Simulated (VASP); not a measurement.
# NaI (Fm-3m) in VASP: notebook, part 2 of 3

VASP 6.6.1. Earlier steps stand in the parts before.

**3. Single point, PBE**

Contents of INCAR:

```
ALGO     = Normal         # electronic algorithm
EDIFF    = 1E-6           # SCF threshold, eV
ENCUT    = 520            # plane-wave cutoff, eV
GGA      = PE             # functional
ISIF     = 2              # what is computed and relaxed
ISMEAR   = -1             # smearing method
LASPH    = True           # aspherical terms in the spheres
LCHARG   = False          # write CHGCAR
LREAL    = False          # projectors in reciprocal space
LWAVE    = False          # write WAVECAR
NBANDS   = 14             # bands
NELM     = 60             # most SCF steps
PREC     = Accurate       # precision mode
SIGMA    = 0.02           # smearing width, eV
```

Contents of KPOINTS:

```
k-points
0
Gamma
  8 8 8
```

Contents of POSCAR:

```
NaI
1.0
    0.0000000000      3.2296266398      3.2296266398
    3.2296266398      0.0000000000      3.2296266398
    3.2296266398      3.2296266398      0.0000000000
Na I
1 1
Direct
    0.0000000000      0.0000000000      0.0000000000
    0.5000000000      0.5000000000      0.5000000000
```

Potentials or basis: VASP PAW PBE potentials, release 64 (Na_pv, I).

Run with:

```bash
> cat potpaw_PBE.64/Na_pv/POTCAR potpaw_PBE.64/I/POTCAR > POTCAR
> mpirun -np 1 vasp_std > vasp.out
```

OUTCAR:

```text
EDIFF = 1E-6
   ENCUT = 520
   GGA = PE
   ISIF = 2
   ISMEAR = -1
   LASPH = True
   LREAL = False
   NELM = 60
   PREC = Accurate

 ion  position               nearest neighbor table
   1  0.000  0.000  0.000-
   2  0.500  0.500  0.500-

  LATTYP: Found a face centered cubic cell.
 ALAT       =     6.4592532796

  Lattice vectors:

 A1 = (   0.0000000000,   3.2296266398,   3.2296266398)
 A2 = (   3.2296266398,   0.0000000000,   3.2296266398)
 A3 = (   3.2296266398,   3.2296266398,   0.0000000000)

Analysis of symmetry for initial positions (statically):
=====================================================================
 Subroutine PRICEL returns:
 Original cell was already a primitive cell.

 Routine SETGRP: Setting up the symmetry group for a
 face centered cubic supercell.

 Subroutine GETGRP returns: Found 48 space group operations
 (whereof 48 operations were pure point group operations)
 out of a pool of 48 trial point group operations.

The static configuration has the point symmetry O_h .

Analysis of symmetry for dynamics (positions and initial velocities):
=====================================================================
 Subroutine PRICEL returns:
 Original cell was already a primitive cell.

 Routine SETGRP: Setting up the symmetry group for a
 face centered cubic supercell.

 Subroutine GETGRP returns: Found 48 space group operations
 (whereof 48 operations were pure point group operations)
 out of a pool of 48 trial point group operations.

The dynamic configuration has the point symmetry O_h .

 Subroutine INISYM returns: Found 48 space group operations
 (whereof 48 operations are pure point group operations),
 and found     1 'primitive' translations

----------------------------------------------------------------------------------------

                                     Primitive cell

  volume of cell :      67.3732

  direct lattice vectors                    reciprocal lattice vectors
     0.000000000  3.229626640  3.229626640    -0.154816657  0.154816657  0.154816657
     3.229626640  0.000000000  3.229626640     0.154816657 -0.154816657  0.154816657
     3.229626640  3.229626640  0.000000000     0.154816657  0.154816657 -0.154816657

  length of vectors
     4.567381795  4.567381795  4.567381795     0.268150316  0.268150316  0.268150316

  position of ions in fractional coordinates (direct lattice)
     0.000000000  0.000000000  0.000000000
     0.500000000  0.500000000  0.500000000

  ion indices of the primitive-cell ions
   primitive index   ion index
                 1           1
                 2           2

----------------------------------------------------------------------------------------

 KPOINTS: k-points

Automatic generation of k-mesh.
 Grid dimensions read from file:
 generate k-points for:    8    8    8

 Generating k-lattice:

  Cartesian coordinates                     Fractional coordinates (reciprocal lattice)
    -0.019352082  0.019352082  0.019352082     0.125000000  0.000000000  0.000000000
     0.019352082 -0.019352082  0.019352082     0.000000000  0.125000000  0.000000000
     0.019352082  0.019352082 -0.019352082     0.000000000  0.000000000  0.125000000

  Length of vectors
     0.033518789  0.033518789  0.033518789

  Shift w.r.t. Gamma in fractional coordinates (k-lattice)
     0.000000000  0.000000000  0.000000000

 Subroutine IBZKPT returns following result:
 ===========================================

 Found     29 irreducible k-points:

 Following reciprocal coordinates:
            Coordinates               Weight
  0.000000  0.000000  0.000000      1.000000
  0.125000  0.000000  0.000000      8.000000
  0.250000  0.000000  0.000000      8.000000
  0.375000  0.000000  0.000000      8.000000
  0.500000  0.000000  0.000000      4.000000
  0.125000  0.125000  0.000000      6.000000
[... 16 lines left out ...]
  0.500000  0.250000  0.125000     48.000000
 -0.375000  0.250000  0.125000     24.000000
 [... further k-points ...]
   k-points           NKPTS =     29   k-points in BZ     NKDIM =     29   number of bands    NBANDS=     14
   number of dos      NEDOS =    301   number of ions     NIONS =      2
   total plane-waves  NPLWV =  46656
   dimension x,y,z NGX =    36 NGY =   36 NGZ =   36
   dimension x,y,z NGXF=    72 NGYF=   72 NGZF=   72
   ions per type =               1   1
   NGX,Y,Z   is equivalent  to a cutoff of  13.10, 13.10, 13.10 a.u.
   NGXF,Y,Z  is equivalent  to a cutoff of  26.21, 26.21, 26.21 a.u.
 SYSTEM =  unknown system
   PREC   = accura    normal or accurate (medium, high low for compatibility)
   ISTART =      0    job   : 0-new  1-cont  2-samecut
   ICHARG =      2    charge: 1-file 2-atom 10-const
   ISPIN  =      1    spin polarized calculation?
   LNONCOLLINEAR =      F non collinear calculations
   LSORBIT =      F    spin-orbit coupling
   LASPH  =      T    aspherical Exc in radial PAW
   ENCUT  =  520.0 eV  38.22 Ry    6.18 a.u.   8.49  8.49  8.49*2*pi/ulx,y,z
   NELM   =     60;   NELMIN=  2; NELMDL= -5     # of ELM steps
   EDIFF  = 0.1E-05   stopping-criterion for ELM
   LREAL  =      F    real-space projection
   EDIFFG = 0.1E-04   stopping-criterion for IOM
   NSW    =      0    number of steps for IOM
   IBRION =     -1    ionic relax: 0-MD 1-quasi-New 2-CG
   NFREE  =      0    steps in history (QN), initial steepest desc. (CG)
   ISIF   =      2    stress and relaxation
   ISYM   =      2    0-nonsym 1-usesym 2-fastsym
   POTIM  = 0.5000    time-step for ionic-motion
   TEBEG  =    0.0;   TEEND  =   0.0 temperature during run
   PSTRESS=    0.0 pullay stress
   NELECT =      14.0000    total number of electrons
   NUPDOWN=      -1.0000    fix difference up-down
   EMIN   =  10.00;   EMAX   =-10.00  energy-range for DOS
   EFERMI =   0.00;   METHOD = LEGACY
   ISMEAR =    -1;   SIGMA  =   0.02  broadening in eV -4-tet -1-fermi 0-gaus
   EFERMI_NEDOS =   21; number of points for ismear=-14 and -15
   IALGO  =     38    algorithm
   IMIX   =      4    mixing-type and parameters
     AMIX     =   0.40;   BMIX     =  1.00
     AMIX_MAG =   1.60;   BMIX_MAG =  1.00
  volume/ion in A,a.u.               =      33.69       227.33
  Fermi-wavevector in a.u.,A,eV,Ry     =   0.969665  1.832402 12.792889  0.940251
  Thomas-Fermi vector in A             =   2.099737
   LORBIT       =      0    0 simple, 1 ext, 2 COOP (PROOUT), +10 PAW based schemes
   GGA     = PE    functional components
[... 5 lines left out ...]
 non-spin polarized calculation
  energy-cutoff  :      520.00
  volume of cell :       67.37
 maximum number of plane-waves:      1839
 NGX is ok and might be reduce to    36
   NGX = 17   NGY = 17   NGZ = 17

 number of electron      13.9999994 magnetization

 Free energy of the ion-electron system (eV)
  ---------------------------------------------------
  ext. energy  EPLUGINS =         0.00000000
  ---------------------------------------------------
  free energy    TOTEN  =        -5.38375720 eV

  energy without entropy =       -5.38375720  energy(sigma->0) =       -5.38375720

 E-fermi :   1.3419     XC(G=0):  -7.7302

 val. band max:        0.8502329620   @ k =   0.0000   0.0000   0.0000
 cond. band min:       4.5075570867   @ k =   0.0000   0.0000   0.0000
 fundamental gap:      3.6573241248
 Fermi energy:         1.3418761063

 k-point     1 :       0.0000    0.0000    0.0000
  band No.  band energies     occupation
      1     -21.5817      2.00000
      2     -21.5817      2.00000
      3     -21.5817      2.00000
      4     -10.1836      2.00000
      5       0.8502      2.00000
      6       0.8502      2.00000
      7       0.8502      2.00000
      8       4.5076      0.00000
      9       8.7800      0.00000
     10       8.7800      0.00000
     11       8.7800      0.00000
     12      10.6086      0.00000
     13      10.6086      0.00000
     14      11.2895      0.00000
[... 375 lines left out ...]
 k-point    24 :      -0.3750    0.2500    0.1250
  band No.  band energies     occupation
      1     -21.5862      2.00000
      2     -21.5833      2.00000
      3     -21.5825      2.00000
      4      -9.8208      2.00000
      5      -1.0759      2.00000
      6      -0.0716      2.00000
      7       0.3588      2.00000
      8       6.9938      0.00000
      9       7.1574      0.00000
     10       9.1289      0.00000
     11       9.1465      0.00000
     12      11.3577      0.00000
     13      12.3238      0.00000
     14      13.5736      0.00000

 [... further k-points ...]

------------------------ aborting loop because EDIFF is reached ----------------------------------------

  FORCE on cell =-STRESS in cart. coord.  units (eV):
  Direction    XX          YY          ZZ          XY          YZ          ZX
  --------------------------------------------------------------------------------------
  -------------------------------------------------------------------------------------
  Total        0.2324311      0.2324311      0.2324311      0.0000000      0.0000000     -0.0000000
  in kB        5.5273616      5.5273616      5.5273616      0.0000000      0.0000000     -0.0000000
  external PRESSURE =       5.5273616 kB  Pullay stress =       0.0000000 kB

 VOLUME and BASIS-vectors are now :
 -----------------------------------------------------------------------------
  energy-cutoff  :      520.00
  volume of cell :       67.37
      direct lattice vectors                 reciprocal lattice vectors
     0.000000000  3.229626640  3.229626640    -0.154816657  0.154816657  0.154816657
     3.229626640  0.000000000  3.229626640     0.154816657 -0.154816657  0.154816657
     3.229626640  3.229626640  0.000000000     0.154816657  0.154816657 -0.154816657

 POSITION                                       TOTAL-FORCE (eV/Angst)
 -----------------------------------------------------------------------------------
      0.00000      0.00000      0.00000         0.000000     -0.000000     -0.000000
      3.22963      3.22963      3.22963        -0.000000      0.000000      0.000000
 -----------------------------------------------------------------------------------
    total drift:                                0.000000      0.000000      0.000000

  FREE ENERGIE OF THE ION-ELECTRON SYSTEM (eV)
  ---------------------------------------------------
  free  energy   TOTEN  =        -5.3837572030 eV

  energy  without entropy=       -5.3837572030  energy(sigma->0) =       -5.38375720
```

Run time: 39 s. Hardware: 1 thread of Intel Xeon 8259CL, shared host; peak memory 0.21 GiB.

Results:

| Property | Result |
| --- | --- |
| Free energy | -5.3838 eV |
| Pressure | 0.6 GPa |
| Band gap on the k mesh | 3.66 eV |

Caveat: spin-orbit coupling is left out, which moves the levels of the heavy elements.

[end of part 2 of 3]
